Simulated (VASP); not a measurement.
## OsAu2: single point with PBE

Crystal: OsAu2.

```xyz
3
Lattice="3.6910 0.0000 0.0000 -1.8455 3.1965 0.0000 0.0000 0.0000 3.9852" Properties=species:S:1:pos:R:3 pbc="T T T"
Os    0.0000    0.0000    0.0000
Au    0.0000    2.1310    1.9926
Au    1.8455    1.0655    1.9926
```

| Item | Value |
| --- | --- |
| Program | VASP 6.6.1 |
| Task | single point |
| Functional | PBE |
| Potentials or basis | VASP PAW PBE potentials, release 64 (Os, Au) |
| Cutoff | 520 eV |
| k mesh | 6 × 6 × 4 |
| Occupations | gaussian, width 0.1 eV |
| Spin | no spin polarisation |
| Dipole correction | no |
| Further INCAR settings | ALGO = Fast; EDIFF = 1e-06; NBANDS = 22 |

| Quantity | Value |
| --- | --- |
| Pressure | 99.7 GPa |
| Band gap on the k mesh | zero (bands 15 and 16 overlap by 0.82 eV) |

Stress tensor (GPa, compression positive):
```
149.25   0.00   0.00
  0.00 149.25   0.00
  0.00   0.00   0.63
```

Levels at points of the mesh, in eV from the Fermi level:
```tsv
k point	band 12	band 13	band 14	band 15	band 16	band 17	band 18	band 19
(0.00, 0.00, 0.00)	-1.66	-1.66	-1.42	0.65	0.65	1.03	6.64	11.08
(0.50, 0.00, 0.00)	-0.84	-0.30	0.10	0.16	0.23	0.63	2.65	7.70
(0.00, 0.00, 0.50)	-2.85	-0.93	-0.43	-0.43	0.05	0.05	8.75	9.32
(0.50, 0.00, 0.50)	-2.23	-2.02	-0.81	-0.10	0.49	0.59	2.70	3.95
```

Wall time 38 s on 1 thread of Intel Xeon 8259CL (shared host), peak memory 0.17 GiB.

Caveat: the k points lie up to 0.39 Å⁻¹ apart, too coarse for converged energies and pressures of a metal; spin-orbit coupling is left out, which moves the levels of the heavy elements.
